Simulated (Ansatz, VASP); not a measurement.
**Cr: VASP beside Ansatz**

Contents of INCAR:

```
ALGO     = Normal         # electronic algorithm
EDIFF    = 1E-6           # SCF threshold, eV
ENCUT    = 520            # plane-wave cutoff, eV
GGA      = PE             # functional
ISIF     = 2              # what is computed and relaxed
ISMEAR   = -1             # smearing method
ISPIN    = 2              # spin polarisation
LASPH    = True           # aspherical terms in the spheres
LCHARG   = False          # write CHGCAR
LMAXMIX  = 4              # l up to which the mixer works
LORBIT   = 11             # projections on sites
LREAL    = False          # projectors in reciprocal space
LWAVE    = False          # write WAVECAR
MAGMOM   = 1.5 -1.5       # initial moments
NBANDS   = 23             # bands
NELM     = 150            # most SCF steps
PREC     = Accurate       # precision mode
SIGMA    = 0.01           # smearing width, eV
```

The input KPOINTS:

```
k-points
0
Gamma
  16 16 16
```

POSCAR

```
Cr
1.0
    2.8944109556      0.0000000000      0.0000000000
    0.0000000000      2.8944109556      0.0000000000
    0.0000000000      0.0000000000      2.8944109556
Cr
2
Direct
    0.0000000000      0.0000000000      0.0000000000
    0.5000000000      0.5000000000      0.5000000000
```

Input for Ansatz:

```yaml
crystal:
  atoms:
  - position: [0.0, 0.0, 0.0]
    spin: 1.5
    symbol: Cr
  - position: [0.5, 0.5, 0.5]
    spin: -1.5
    symbol: Cr
  lattice:
  - [2.8944109555709048, 0.0, 0.0]
  - [0.0, 2.8944109555709048, 0.0]
  - [0.0, 0.0, 2.8944109555709048]
hamiltonian:
  dispersion: none
  pseudopotentials:
    dirac_shells:
      Cr: [2p]
    kind: all_electron
    lapw: {basis_error: 0.025 meV}
    relativity: scalar
  xc: pbe
kpoints:
  mp_grid:
    grid: [16, 16, 16]
    shift: [0, 0, 0]
magnetization: {spin_polarized: true}
output: {forces: true, stress: true}
scf:
  convergence: {dr2_threshold: 1e-10 eV}
  lower_state_search: 'off'
  max_iter: 200
  occupations: {method: fermi_dirac, width: 0.01}
```

Alike in both runs: task single point; functional PBE; k mesh 16 × 16 × 16; occupations fermi-dirac, width 0.01 eV; collinear spin.

|  | VASP | Ansatz |
| --- | --- | --- |
| version | VASP 6.6.1 | Ansatz 0.2 development build |
| potentials or method | VASP PAW PBE potentials, release 64 (Cr_pv), cutoff 520 eV | all-electron full-potential LAPW, scalar-relativistic |

Ansatz gave:

```
pressure (GPa)                                                : -4.8
net moment per atom (μB)                                      : 0.00
size of the moment on the site where the two differ most (μB) : 1.27
```

Problem. What did VASP give for the same quantities?

Solution. Pressure (GPa): -4.7; net moment per atom (μB): 0.00; size of the moment on the site where the two differ most (μB): 1.32.

Site moments also hang on the region over which each program counts them. Ansatz ran all-electron here, and VASP with PAW potentials.
